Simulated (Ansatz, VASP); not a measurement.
# Two plane-wave programs on Al2Cu

```xyz
6
Lattice="-3.0335 3.0335 2.4385 3.0335 -3.0335 2.4385 3.0335 3.0335 -2.4385" Properties=species:S:1:pos:R:3 pbc="T T T"
Al    0.9592    3.9927    0.0000
Al    2.0743    0.9592    0.0000
Al    2.0743   -0.9592    2.4385
Al    0.9592    2.0743    2.4385
Cu    0.0000    0.0000    1.2192
Cu    0.0000    0.0000    3.6578
```

Alike in both runs: functional PBE; k mesh 12 × 12 × 12; occupations fermi-dirac, width 0.05 eV; no spin polarisation.

Ansatz relaxed the structure, and its values are those at the end. VASP's run is a single point on that final structure, the one shown.

|  | VASP | Ansatz |
| --- | --- | --- |
| version | VASP 6.6.1 | Ansatz 0.2.0 |
| potentials or method | VASP PAW PBE potentials, release 64 (Al, Cu) | plane-wave PAW, scalar-relativistic |
| plane-wave cutoff (eV) | 520 | 420 |
| valence electrons in the cell | 34 | 50 |

VASP gave:

```
pressure (GPa)                     : -0.2
rms of the force components (eV/Å) : 0.003
```

Problem. What did Ansatz give for the same quantities?

Solution. Pressure (GPa): -0.3; rms of the force components (eV/Å): 0.005.

With one functional, cell and mesh, what is left measures potentials, basis and numerics. VASP's potentials hold 34 valence electrons a cell and Ansatz's 50, so a difference there can come from the potentials and not from the codes. Ansatz's warnings: stress scf threshold loose.
